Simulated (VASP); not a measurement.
# CsMgF3 (Pm-3m) in VASP: single point with LDA

Aim: the single point of CsMgF3 with LDA.

Everything below comes from runs of VASP 6.6.1. Logs are shortened: lines on timing, memory, paths and dates and some standing lists are left out, and cuts for length are marked.

### Step 1. The cell of the first run

Symmetry: Pm-3m, No. 221, cubic system. Conventional cell: a = 4.252 Å, b = 4.252 Å, c = 4.252 Å, α = 90.00°, β = 90.00°, γ = 90.00°. Cs (site symmetry m-3m) has 12 F at 3.01 Å and 8 Mg at 3.68 Å within 4.0 Å. Within 2.8 Å of Mg (site symmetry m-3m) lie 6 F at 2.13 Å. F (site symmetry 4/mmm) has 2 Mg at 2.13 Å within 2.8 Å.

### Step 2. Single point, LDA

The input, INCAR:

```
PREC = Accurate ; ENCUT = 520
EDIFF = 1E-6 ; ISMEAR = 0
SIGMA = 0.01 ; LREAL = False
LASPH = True ; NELM = 60
ALGO = Normal ; ISIF = 2
LWAVE = False ; LCHARG = True
LELF = True ; LVHAR = True
NBANDS = 24
```

The input, KPOINTS:

```
Automatic mesh
0
Gamma
  4 4 4
```

The input, POSCAR:

```
CsMgF3
1.0
    4.2523100000      0.0000000000      0.0000000000
    0.0000000000      4.2523100000      0.0000000000
    0.0000000000      0.0000000000      4.2523100000
Cs Mg F
1 1 3
Direct
    0.0000000000      0.0000000000      0.0000000000
    0.5000000000      0.5000000000      0.5000000000
    0.0000000000      0.5000000000      0.5000000000
    0.5000000000      0.0000000000      0.5000000000
    0.5000000000      0.5000000000      0.0000000000
```

Potentials or basis: VASP PAW LDA potentials, release 64 (Cs_sv, Mg, F).

Run with:

```console
cat potpaw_LDA.64/Cs_sv/POTCAR potpaw_LDA.64/Mg/POTCAR potpaw_LDA.64/F/POTCAR > POTCAR
mpirun -np 1 vasp_std > vasp.out
```

OUTCAR:

```text
PREC = Accurate
   ENCUT = 520
   EDIFF = 1E-6
   ISMEAR = 0
   LREAL = False
   LASPH = True
   NELM = 60
   ISIF = 2

 ion  position               nearest neighbor table
   1  0.000  0.000  0.000-
   2  0.500  0.500  0.500-   3 2.13   4 2.13   5 2.13   5 2.13   4 2.13   3 2.13
   3  0.000  0.500  0.500-   2 2.13   2 2.13
   4  0.500  0.000  0.500-   2 2.13   2 2.13
   5  0.500  0.500  0.000-   2 2.13   2 2.13

  LATTYP: Found a simple cubic cell.
 ALAT       =     4.2523100000

  Lattice vectors:

 A1 = (   4.2523100000,   0.0000000000,   0.0000000000)
 A2 = (   0.0000000000,   4.2523100000,   0.0000000000)
 A3 = (   0.0000000000,   0.0000000000,   4.2523100000)

Analysis of symmetry for initial positions (statically):
=====================================================================
 Subroutine PRICEL returns:
 Original cell was already a primitive cell.

 Routine SETGRP: Setting up the symmetry group for a
 simple cubic supercell.

 Subroutine GETGRP returns: Found 48 space group operations
[... 9 lines left out ...]

 Routine SETGRP: Setting up the symmetry group for a
 simple cubic supercell.

 Subroutine GETGRP returns: Found 48 space group operations
[... 11 lines left out ...]
                                     Primitive cell

  volume of cell :      76.8909

  direct lattice vectors                    reciprocal lattice vectors
     4.252310000  0.000000000  0.000000000     0.235166298  0.000000000  0.000000000
     0.000000000  4.252310000  0.000000000     0.000000000  0.235166298  0.000000000
     0.000000000  0.000000000  4.252310000     0.000000000  0.000000000  0.235166298

  length of vectors
     4.252310000  4.252310000  4.252310000     0.235166298  0.235166298  0.235166298

  position of ions in fractional coordinates (direct lattice)
     0.000000000  0.000000000  0.000000000
     0.500000000  0.500000000  0.500000000
     0.000000000  0.500000000  0.500000000
     0.500000000  0.000000000  0.500000000
     0.500000000  0.500000000  0.000000000

  ion indices of the primitive-cell ions
   primitive index   ion index
                 1           1
                 2           2
                 3           3
                 4           4
                 5           5

----------------------------------------------------------------------------------------

 KPOINTS: Automatic mesh

Automatic generation of k-mesh.
[... 49 lines left out ...]
   ENCUT  =  520.0 eV  38.22 Ry    6.18 a.u.   7.91  7.91  7.91*2*pi/ulx,y,z
   NELM   =     60;   NELMIN=  2; NELMDL= -5     # of ELM steps
   EDIFF  = 0.1E-05   stopping-criterion for ELM
   LREAL  =      F    real-space projection
   EDIFFG = 0.1E-04   stopping-criterion for IOM
   NSW    =      0    number of steps for IOM
   IBRION =     -1    ionic relax: 0-MD 1-quasi-New 2-CG
   NFREE  =      0    steps in history (QN), initial steepest desc. (CG)
   ISIF   =      2    stress and relaxation
   ISYM   =      2    0-nonsym 1-usesym 2-fastsym
   POTIM  = 0.5000    time-step for ionic-motion
   TEBEG  =    0.0;   TEEND  =   0.0 temperature during run
   PSTRESS=    0.0 pullay stress
   NELECT =      32.0000    total number of electrons
   NUPDOWN=      -1.0000    fix difference up-down
   EMIN   =  10.00;   EMAX   =-10.00  energy-range for DOS
   EFERMI =   0.00;   METHOD = LEGACY
   ISMEAR =     0;   SIGMA  =   0.01  broadening in eV -4-tet -1-fermi 0-gaus
   EFERMI_NEDOS =   21; number of points for ismear=-14 and -15
   IALGO  =     38    algorithm
   IMIX   =      4    mixing-type and parameters
     AMIX     =   0.40;   BMIX     =  1.00
     AMIX_MAG =   1.60;   BMIX_MAG =  1.00
  volume/ion in A,a.u.               =      15.38       103.78
  Fermi-wavevector in a.u.,A,eV,Ry     =   1.222268  2.309752 20.326287  1.493940
  Thomas-Fermi vector in A             =   2.357421
   LORBIT       =      0    0 simple, 1 ext, 2 COOP (PROOUT), +10 PAW based schemes
   GGA     = CA    functional components
   LHFCALC =     F    Hartree Fock is set to
   AEXX    =    0.0000 exact exchange contribution
   IVDW    =     0    specifies the selected vdW correction
   LEPSILON=     F    determine dielectric tensor
   LRPA    =     F    only Hartree local field effects (RPA)
 non-spin polarized calculation
 Gauss-broadening in eV      SIGMA  =   0.01
  energy-cutoff  :      520.00
  volume of cell :       76.89
 maximum number of plane-waves:      2103
 NGX is ok and might be reduce to    32
   NGX = 15   NGY = 15   NGZ = 15

 number of electron      31.9999959 magnetization

 Free energy of the ion-electron system (eV)
  ---------------------------------------------------
  ext. energy  EPLUGINS =         0.00000000
  ---------------------------------------------------
  free energy    TOTEN  =       -26.27740974 eV

  energy without entropy =      -26.27740974  energy(sigma->0) =      -26.27740974

 E-fermi :  -1.3450     XC(G=0): -10.1457

 val. band max:       -1.4201194896   @ k =   0.0000   0.0000   0.0000
 cond. band min:       4.9264833509   @ k =   0.0000   0.0000   0.0000
 fundamental gap:      6.3466028404
 Fermi energy:        -1.3449789543

 k-point     1 :       0.0000    0.0000    0.0000
  band No.  band energies     occupation
      1     -21.0183      2.00000
      2     -20.3822      2.00000
      3     -20.3822      2.00000
      4     -17.9411      2.00000
      5      -5.5546      2.00000
      6      -5.5546      2.00000
[... 259 lines left out ...]
     23      13.7612      0.00000
     24      13.7612      0.00000

------------------------ aborting loop because EDIFF is reached ----------------------------------------

  FORCE on cell =-STRESS in cart. coord.  units (eV):
  Direction    XX          YY          ZZ          XY          YZ          ZX
  --------------------------------------------------------------------------------------
  -------------------------------------------------------------------------------------
  Total       -3.5088177     -3.5088177     -3.5088177     -0.0000000     -0.0000000      0.0000000
  in kB      -73.1133425    -73.1133425    -73.1133425     -0.0000000     -0.0000000      0.0000000
  external PRESSURE =     -73.1133425 kB  Pullay stress =       0.0000000 kB

 VOLUME and BASIS-vectors are now :
 -----------------------------------------------------------------------------
  energy-cutoff  :      520.00
  volume of cell :       76.89
      direct lattice vectors                 reciprocal lattice vectors
     4.252310000  0.000000000  0.000000000     0.235166298  0.000000000  0.000000000
     0.000000000  4.252310000  0.000000000     0.000000000  0.235166298  0.000000000
     0.000000000  0.000000000  4.252310000     0.000000000  0.000000000  0.235166298

 POSITION                                       TOTAL-FORCE (eV/Angst)
 -----------------------------------------------------------------------------------
      0.00000      0.00000      0.00000         0.000000      0.000000      0.000000
      2.12615      2.12615      2.12615         0.000000      0.000000      0.000000
      0.00000      2.12615      2.12615         0.000000      0.000000      0.000000
      2.12615      0.00000      2.12615         0.000000      0.000000      0.000000
      2.12615      2.12615      0.00000         0.000000      0.000000      0.000000
 -----------------------------------------------------------------------------------
    total drift:                                0.000000     -0.000000     -0.000000

  FREE ENERGIE OF THE ION-ELECTRON SYSTEM (eV)
  ---------------------------------------------------
  free  energy   TOTEN  =       -26.2774097423 eV

  energy  without entropy=      -26.2774097423  energy(sigma->0) =      -26.27740974
```

OSZICAR:

```text
N       E                     dE             d eps       ncg     rms          rms(c)
DAV:   1     0.183369034140E+03    0.18337E+03   -0.16964E+04   480   0.124E+03
DAV:   2    -0.181642488054E+02   -0.20153E+03   -0.18719E+03   680   0.270E+02
DAV:   3    -0.285580723592E+02   -0.10394E+02   -0.10348E+02   608   0.597E+01
DAV:   4    -0.286160381434E+02   -0.57966E-01   -0.57964E-01   520   0.524E+00
DAV:   5    -0.286163455198E+02   -0.30738E-03   -0.30737E-03   616   0.370E-01    0.850E+00
DAV:   6    -0.263595216746E+02    0.22568E+01   -0.69995E+00   528   0.231E+01    0.279E+00
DAV:   7    -0.263309592963E+02    0.28562E-01   -0.69242E-01   488   0.439E+00    0.182E+00
DAV:   8    -0.262827889715E+02    0.48170E-01   -0.10604E-01   544   0.277E+00    0.422E-01
DAV:   9    -0.262773258643E+02    0.54631E-02   -0.15450E-02   568   0.962E-01    0.905E-02
DAV:  10    -0.262774177993E+02   -0.91935E-04   -0.11595E-03   560   0.220E-01    0.168E-02
DAV:  11    -0.262774100704E+02    0.77289E-05   -0.42732E-05   576   0.424E-02    0.396E-03
DAV:  12    -0.262774097423E+02    0.32811E-06   -0.19465E-06   504   0.105E-02
   1 F= -.26277410E+02 E0= -.26277410E+02  d E =-.797380E-28
```

stdout:

```text
POSCAR found type information on POSCAR CsMgF
 POSCAR found :  3 types and       5 ions
 scaLAPACK will be used
 LDA part: xc-table for (Slater(with rela. corr.)+CA(PZ))
 , standard interpolation
 POSCAR, INCAR and KPOINTS ok, starting setup
 FFT: planning ... GRIDC
 FFT: planning ... GRID_SOFT
 FFT: planning ... GRID
 WAVECAR not read
 entering main loop
```

Wall time 18 s (1 thread of Intel Xeon 8259CL, shared host); peak memory 0.16 GiB.

Results:

```
Free energy            : -26.2774 eV
Pressure               : -7.3 GPa
Band gap on the k mesh : 6.35 eV, direct
```

Caveat: spin-orbit coupling is left out, which moves the levels of the heavy elements. As with any semilocal functional, this LDA gap is likely too small.
